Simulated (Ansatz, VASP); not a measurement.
## Two plane-wave programs on AlN

```
CELL_PARAMETERS angstrom
3.30305 0.00000 0.00000
-1.65152 2.86052 0.00000
0.00000 0.00000 4.13472
ATOMIC_POSITIONS crystal
Al 0.33333 0.66667 0.76094
Al 0.66667 0.33333 0.26094
N 0.33333 0.66667 0.22893
N 0.66667 0.33333 0.72893
```

Change from the starting cell: mode 4 frozen in at -0.086 Å, equal normal strain along x, y and z +0.0083.

Alike in both runs: task single point; functional LDA; k mesh 9 × 9 × 6; occupations gaussian, width 0.05 eV; no spin polarisation.

|  | VASP | Ansatz |
| --- | --- | --- |
| version | VASP 6.6.1 | Ansatz 0.2.0 |
| potentials or method | VASP PAW LDA potentials, release 64 (Al, N), cutoff 520 eV | scalar-relativistic, plane waves, PAW |
| valence electrons in the cell | 16 | 16 |

Ansatz gave:

* gap on the k mesh at the Fermi level (eV): 3.51
* least direct gap on the mesh (eV): 3.51
* pressure (GPa): -3.7
* traceless stress, the component that is largest in VASP (GPa): 6.11
* rms of the force components (eV/Å): 0.236

Question: What did VASP give for the same quantities?

Answer: gap on the k mesh at the Fermi level (eV): 3.52; least direct gap on the mesh (eV): 3.52; pressure (GPa): -3.0; traceless stress, the component that is largest in VASP (GPa): 6.09; rms of the force components (eV/Å): 0.248.

Ansatz warns that its potentials were made for another functional, while VASP's fit it. LDA's correlation is that of Perdew and Zunger in VASP and of Perdew and Wang (1992) in Ansatz. Atom by atom the forces differ by 0.012 eV/Å (rms over components).
